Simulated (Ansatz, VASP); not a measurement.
## Sr: VASP beside Ansatz

```
Sr
1.0
    -2.33391    2.33391    2.33391
     2.33391   -2.33391    2.33391
     2.33391    2.33391   -2.33391
Sr
1
Direct
  0.00000 0.00000 0.00000
```

Alike in both runs: functional PBEsol; k mesh 12 × 12 × 12; occupations gaussian, width 0.1 eV; no spin polarisation.

Ansatz relaxed the structure, and its values are those at the end. VASP's run is a single point on that final structure, the one shown.

```csv
,VASP,Ansatz
version,VASP 6.6.1,Ansatz 0.2.0
potentials or method,"VASP PAW PBE potentials, release 64 (Sr_sv), cutoff 520 eV","scalar-relativistic, plane waves, PAW"
valence electrons in the cell,10,10
```

```csv
,VASP,Ansatz,Ansatz less VASP
gap on the k mesh at the Fermi level (eV),none,none,-
pressure (GPa),0.0,0.0,-0.01
```

VASP's potentials were made for PBE, not for PBEsol. A gap of «none» marks a metal or a gap that the smearing closes.
